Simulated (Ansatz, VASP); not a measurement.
Fe in VASP and in Ansatz

Contents of INCAR:

```
ALGO = Normal ; EDIFF = 1E-6
ENCUT = 520 ; GGA = PE
ISIF = 2 ; ISMEAR = -1
ISPIN = 2 ; LASPH = True
LCHARG = True ; LELF = True
LMAXMIX = 4 ; LORBIT = 11
LREAL = False ; LVHAR = True
LWAVE = False ; MAGMOM = 3
NBANDS = 14 ; NELM = 150
PREC = Accurate ; SIGMA = 0.03
```

Contents of KPOINTS:

```
k-points
0
Gamma
  18 18 18
```

File POSCAR:

```
Fe
1.0
    2.4142815905      0.0000000000      0.0000000000
    0.0000000000      2.4142815905      0.0000000000
    0.0000000000      0.0000000000      2.4142815905
Fe
1
Direct
    0.0000000000      0.0000000000      0.0000000000
```

Input for Ansatz:

```yaml
crystal:
  lattice:
    - [2.4142815905, 0.0, 0.0]
    - [0.0, 2.4142815905, 0.0]
    - [0.0, 0.0, 2.4142815905]
  atoms:
    - { symbol: Fe, position: [0.0, 0.0, 0.0], spin: 3.0 }
magnetization:
  spin_polarized: true
kpoints:
  mp_grid: { grid: [18, 18, 18] }
scf:
  occupations: { method: fermi_dirac, width: 0.03 }
hamiltonian:
  xc: pbe
  pseudopotentials: { kind: all_electron, lapw: { basis_error: 0.0005 } }
output:
  forces: true
  stress: true
  eigenvalues: true
```

Change from the starting cell: volume scaled by 1.06.

Alike in both runs: task single point; functional PBE; k mesh 18 × 18 × 18; occupations fermi-dirac, width 0.03 eV; collinear spin.

|  | VASP | Ansatz |
| --- | --- | --- |
| version | VASP 6.6.1 | Ansatz 0.2.0 |
| potentials or method | VASP PAW PBE potentials, release 64 (Fe), cutoff 520 eV | all-electron LAPW, scalar-relativistic |

```csv
,VASP,Ansatz,Ansatz less VASP
pressure (GPa),-6.2,-6.3,-0.04
net moment per atom (μB),2.52,2.49,-0.027
size of the moment on the site where the two differ most (μB),2.51,2.52,+0.009
```

Site moments also hang on the region over which each program counts them. Ansatz ran all-electron here, and VASP with PAW potentials.
